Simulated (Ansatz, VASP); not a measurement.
## Cu: VASP beside Ansatz

```
CELL_PARAMETERS angstrom
2.48749 0.00000 0.00000
0.00000 2.48749 0.00000
0.00000 0.00000 19.51780
ATOMIC_POSITIONS crystal
Cu 0.00000 0.00000 0.41227
Cu 0.50000 0.50000 0.50000
Cu 0.00000 0.00000 0.58773
```

Alike in both runs: functional LDA; k mesh 15 × 15 × 1; occupations fermi-dirac, width 0.08 eV; no spin polarisation.

Ansatz relaxed the structure, and its values are those at the end. VASP's run is a single point on that final structure, the one shown.

```csv
,VASP,Ansatz
version,VASP 6.6.1,Ansatz 0.2.0
potentials or method,"VASP PAW LDA potentials, release 64 (Cu), cutoff 520 eV","all-electron LAPW, scalar-relativistic"
```

VASP gave:

| Property | Result |
| --- | --- |
| rms of the force components (eV/Å) | 0.022 |

Q: What did Ansatz give for the same quantities?

A: rms of the force components (eV/Å): 0.003.

LDA's correlation is that of Perdew and Zunger in VASP and of Perdew and Wang (1992) in Ansatz. Ansatz ran all-electron here, and VASP with PAW potentials.
